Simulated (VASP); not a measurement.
# Rb (Fm-3m) in VASP: notebook

Runs on Rb. Level: PBEsol. Tasks: single point.

Everything below comes from runs of VASP 6.6.1. Logs are shortened: lines on timing, memory, paths and dates and some standing lists are left out, and cuts for length are marked.

### Step 1. The cell of the first run

It takes space group Fm-3m (No. 225, cubic). Conventional cell: a = 6.743 Å, b = 6.743 Å, c = 6.743 Å, α = 90.00°, β = 90.00°, γ = 90.00°.

### Step 2. Single point, PBEsol (volume scaled by 0.88)

File INCAR:

```
ALGO = Normal ; EDIFF = 1E-6
ENCUT = 520 ; GGA = PS
ISIF = 2 ; ISMEAR = -1
LASPH = T ; LCHARG = T
LELF = T ; LREAL = F
LVHAR = T ; LWAVE = F
NBANDS = 10 ; NELM = 80
PREC = Accurate ; SIGMA = 0.1
```

File KPOINTS:

```
k-points
0
Gamma
  9 9 9
```

File POSCAR:

```
Rb
1.0
    0.0000000000      3.3715587965      3.3715587965
    3.3715587965      0.0000000000      3.3715587965
    3.3715587965      3.3715587965      0.0000000000
Rb
1
Direct
    0.0000000000      0.0000000000      0.0000000000
```

Potentials or basis: VASP PAW PBE potentials, release 64 (Rb_sv).

On the command line:

```sh
$ cat potpaw_PBE.64/Rb_sv/POTCAR > POTCAR
$ mpirun -np 1 vasp_std > vasp.out
```

OUTCAR:

```text
EDIFF = 1E-6
   ENCUT = 520
   GGA = PS
   ISIF = 2
   ISMEAR = -1
   LASPH = T
   LREAL = F
   NELM = 80
   PREC = Accurate

 ion  position               nearest neighbor table
   1  0.000  0.000  0.000-

  LATTYP: Found a face centered cubic cell.
 ALAT       =     6.7431175930

  Lattice vectors:

 A1 = (   0.0000000000,   3.3715587965,   3.3715587965)
 A2 = (   3.3715587965,   0.0000000000,   3.3715587965)
 A3 = (   3.3715587965,   3.3715587965,   0.0000000000)

Analysis of symmetry for initial positions (statically):
=====================================================================
 Subroutine PRICEL returns:
 Original cell was already a primitive cell.

 Routine SETGRP: Setting up the symmetry group for a
 face centered cubic supercell.

 Subroutine GETGRP returns: Found 48 space group operations
 (whereof 48 operations were pure point group operations)
 out of a pool of 48 trial point group operations.

The static configuration has the point symmetry O_h .

Analysis of symmetry for dynamics (positions and initial velocities):
=====================================================================
 Subroutine PRICEL returns:
 Original cell was already a primitive cell.

 Routine SETGRP: Setting up the symmetry group for a
 face centered cubic supercell.

 Subroutine GETGRP returns: Found 48 space group operations
 (whereof 48 operations were pure point group operations)
 out of a pool of 48 trial point group operations.

The dynamic configuration has the point symmetry O_h .

 Subroutine INISYM returns: Found 48 space group operations
 (whereof 48 operations are pure point group operations),
 and found     1 'primitive' translations

----------------------------------------------------------------------------------------

                                     Primitive cell

  volume of cell :      76.6518

  direct lattice vectors                    reciprocal lattice vectors
     0.000000000  3.371558797  3.371558797    -0.148299357  0.148299357  0.148299357
     3.371558797  0.000000000  3.371558797     0.148299357 -0.148299357  0.148299357
     3.371558797  3.371558797  0.000000000     0.148299357  0.148299357 -0.148299357

  length of vectors
     4.768104176  4.768104176  4.768104176     0.256862020  0.256862020  0.256862020

  position of ions in fractional coordinates (direct lattice)
     0.000000000  0.000000000  0.000000000

  ion indices of the primitive-cell ions
[... 77 lines left out ...]
   NSW    =      0    number of steps for IOM
   IBRION =     -1    ionic relax: 0-MD 1-quasi-New 2-CG
   NFREE  =      0    steps in history (QN), initial steepest desc. (CG)
   ISIF   =      2    stress and relaxation
   ISYM   =      2    0-nonsym 1-usesym 2-fastsym
   POTIM  = 0.5000    time-step for ionic-motion
   TEBEG  =    0.0;   TEEND  =   0.0 temperature during run
   PSTRESS=    0.0 pullay stress
   NELECT =       9.0000    total number of electrons
   NUPDOWN=      -1.0000    fix difference up-down
   EMIN   =  10.00;   EMAX   =-10.00  energy-range for DOS
   EFERMI =   0.00;   METHOD = LEGACY
   ISMEAR =    -1;   SIGMA  =   0.10  broadening in eV -4-tet -1-fermi 0-gaus
   EFERMI_NEDOS =   21; number of points for ismear=-14 and -15
   IALGO  =     38    algorithm
   IMIX   =      4    mixing-type and parameters
     AMIX     =   0.40;   BMIX     =  1.00
     AMIX_MAG =   1.60;   BMIX_MAG =  1.00
  volume/ion in A,a.u.               =      76.65       517.27
  Fermi-wavevector in a.u.,A,eV,Ry     =   0.801644  1.514888  8.743556  0.642633
  Thomas-Fermi vector in A             =   1.909170
   LORBIT       =      0    0 simple, 1 ext, 2 COOP (PROOUT), +10 PAW based schemes
   GGA     = PS    functional components
   LHFCALC =     F    Hartree Fock is set to
   AEXX    =    0.0000 exact exchange contribution
   IVDW    =     0    specifies the selected vdW correction
   LEPSILON=     F    determine dielectric tensor
   LRPA    =     F    only Hartree local field effects (RPA)
 non-spin polarized calculation
  energy-cutoff  :      520.00
  volume of cell :       76.65
 maximum number of plane-waves:      2085
   NGX = 17   NGY = 17   NGZ = 17

 number of electron       9.0000000 magnetization

 Free energy of the ion-electron system (eV)
  ---------------------------------------------------
  ext. energy  EPLUGINS =         0.00000000
  ---------------------------------------------------
  free energy    TOTEN  =        -1.02765584 eV

  energy without entropy =       -1.00004433  energy(sigma->0) =       -1.01385008

 E-fermi :   0.3734     XC(G=0):  -5.9667

 val. band max:        0.2282446945   @ k =   0.4444   0.0000   0.0000
 cond. band min:       0.3959319065   @ k =   0.4444   0.3333   0.0000
 fundamental gap:      0.1676872120
 Fermi energy:         0.3734324005

 k-point     1 :       0.0000    0.0000    0.0000
  band No.  band energies     occupation
      1     -28.4175      2.00000
      2     -12.4420      2.00000
      3     -12.4420      2.00000
      4     -12.4420      2.00000
      5      -1.8596      2.00000
      6       4.0909      0.00000
      7       4.0909      0.00000
      8       4.0909      0.00000
      9       5.6153      0.00000
     10       5.6153      0.00000
[... 287 lines left out ...]
 k-point    24 :       0.4444    0.4444    0.0000
  band No.  band energies     occupation
      1     -28.4062      2.00000
      2     -12.5985      2.00000
      3     -12.5017      2.00000
      4     -12.5017      2.00000
      5       0.7032      0.07130
      6       2.1378      0.00000
      7       2.1440      0.00000
      8       5.3128      0.00000
      9       5.3128      0.00000
     10       6.3098      0.00000

 [... further k-points ...]

------------------------ aborting loop because EDIFF is reached ----------------------------------------

  FORCE on cell =-STRESS in cart. coord.  units (eV):
  Direction    XX          YY          ZZ          XY          YZ          ZX
  --------------------------------------------------------------------------------------
  -------------------------------------------------------------------------------------
  Total        0.2122368      0.2122368      0.2122368     -0.0000000     -0.0000000      0.0000000
  in kB        4.4361782      4.4361782      4.4361782     -0.0000000     -0.0000000      0.0000000
  external PRESSURE =       4.4361782 kB  Pullay stress =       0.0000000 kB

 VOLUME and BASIS-vectors are now :
 -----------------------------------------------------------------------------
  energy-cutoff  :      520.00
  volume of cell :       76.65
      direct lattice vectors                 reciprocal lattice vectors
     0.000000000  3.371558797  3.371558797    -0.148299357  0.148299357  0.148299357
     3.371558797  0.000000000  3.371558797     0.148299357 -0.148299357  0.148299357
     3.371558797  3.371558797  0.000000000     0.148299357  0.148299357 -0.148299357

 POSITION                                       TOTAL-FORCE (eV/Angst)
 -----------------------------------------------------------------------------------
      0.00000      0.00000      0.00000        -0.000000      0.000000      0.000000
 -----------------------------------------------------------------------------------
    total drift:                               -0.000000     -0.000000     -0.000000

  FREE ENERGIE OF THE ION-ELECTRON SYSTEM (eV)
  ---------------------------------------------------
  free  energy   TOTEN  =        -1.0276558385 eV

  energy  without entropy=       -1.0000443309  energy(sigma->0) =       -1.01385008
```

It used 17 s of CPU time on 1 thread of AMD EPYC 7R13 Processor (Zen 3), on a shared host.

What came out:

| Item | Value |
| --- | --- |
| Free energy | -1.0277 eV |
| Pressure | 0.4 GPa |

Levels at points of the mesh, in eV from the Fermi level:
```csv
k point,band 1,band 2,band 3,band 4,band 5,band 6,band 7,band 8,band 9,band 10
"(0.00, 0.00, 0.00)",-28.79,-12.82,-12.82,-12.82,-2.23,3.72,3.72,3.72,5.24,5.24
```

Caveat: the PAW data sets were made with another functional, which shifts forces and pressure a little.

### Step 3. Single point, PBEsol (volume scaled by 0.92)

File INCAR:

```
SYSTEM = Rb
PREC     = Accurate       ! precision mode
ENCUT    = 520            ! plane-wave cutoff, eV
EDIFF    = 1E-6           ! SCF threshold, eV
ISMEAR   = -1             ! smearing method
SIGMA    = 0.1            ! smearing width, eV
LREAL    = .FALSE.        ! projectors in reciprocal space
LASPH    = .TRUE.         ! aspherical terms in the spheres
NELM     = 60             ! most SCF steps
ALGO     = Normal         ! electronic algorithm
ISIF     = 2              ! what is computed and relaxed
LWAVE    = .FALSE.        ! write WAVECAR
LCHARG   = .FALSE.        ! write CHGCAR
GGA      = PS             ! functional
NBANDS   = 10             ! bands
```

File KPOINTS:

```
Automatic mesh
0
G
  9 9 9
  0 0 0
```

File POSCAR:

```
Rb
1.0
    0.0000000000      3.4218879896      3.4218879896
    3.4218879896      0.0000000000      3.4218879896
    3.4218879896      3.4218879896      0.0000000000
Rb
1
Direct
    0.0000000000      0.0000000000      0.0000000000
```

Potentials or basis: VASP PAW PBE potentials, release 64 (Rb_sv).

On the command line:

```sh
$ cat potpaw_PBE.64/Rb_sv/POTCAR > POTCAR
$ mpirun -np 1 vasp_std > vasp.out
```

Wall time 22 s (1 thread of AMD EPYC 7R13 (Zen 3), shared host); peak memory 0.17 GiB.

Results (log left out):

* Free energy: -1.0353 eV
* Pressure: 0.3 GPa

Levels at points of the mesh, in eV from the Fermi level:
| k point | band 1 | band 2 | band 3 | band 4 | band 5 | band 6 | band 7 | band 8 | band 9 | band 10 |
| --- | --- | --- | --- | --- | --- | --- | --- | --- | --- | --- |
| (0.00, 0.00, 0.00) | -28.81 | -12.84 | -12.84 | -12.84 | -2.17 | 3.69 | 3.69 | 3.69 | 5.16 | 5.16 |

Caveat: the PAW data sets were made with another functional, which shifts forces and pressure a little.

### Step 4. Single point, PBEsol (volume scaled by 0.96)

File INCAR:

```
PREC = Accurate ; ENCUT = 520
EDIFF = 1E-7 ; ISMEAR = -1
SIGMA = 0.1 ; LREAL = F
LASPH = T ; NELM = 80
ALGO = Normal ; ISIF = 2
LWAVE = F ; LCHARG = F
GGA = PS ; NBANDS = 10
```

File KPOINTS:

```
regular mesh
0
Gamma
  9 9 9
```

File POSCAR:

```
Rb
1.0
    0.0000000000      3.4707787091      3.4707787091
    3.4707787091      0.0000000000      3.4707787091
    3.4707787091      3.4707787091      0.0000000000
Rb
1
Direct
    0.0000000000      0.0000000000      0.0000000000
```

On the command line:

```sh
$ cat potpaw_PBE.64/Rb_sv/POTCAR > POTCAR
$ mpirun -np 1 vasp_std > vasp.out
```

It used 23 s of CPU time on 1 thread of AMD EPYC 7R13 Processor (Zen 3) (shared host).

Results (log left out):

```
Free energy : -1.0393 eV
Pressure    : 0.1 GPa
```

Levels at points of the mesh, in eV from the Fermi level:
```tsv
k point	band 1	band 2	band 3	band 4	band 5	band 6	band 7	band 8	band 9	band 10
(0.00, 0.00, 0.00)	-28.82	-12.86	-12.86	-12.86	-2.11	3.65	3.65	3.65	5.08	5.08
```

Caveat: the PAW data sets were made with another functional, which shifts forces and pressure a little.

### Step 5. Overview

| cell | gap on the mesh (eV) | pressure (GPa) |
| --- | --- | --- |
| a = 4.768 Å, angles 60.0°, 1 atom | none | 0.4 |
| a = 4.839 Å, angles 60.0°, 1 atom | none | 0.3 |
| a = 4.908 Å, angles 60.0°, 1 atom | none | 0.1 |

Alike in all rows: task single point; level PBEsol; potentials or basis VASP PAW PBE potentials, release 64 (Rb_sv); no spin polarisation; k mesh 9 × 9 × 9; cutoff (eV) 520; smearing fermi-dirac 0.1 eV.

Caveats: the PAW data sets were made with another functional, which shifts forces and pressure a little.

Total energies depend on the potentials used, so only differences within one code and one set of settings carry meaning.
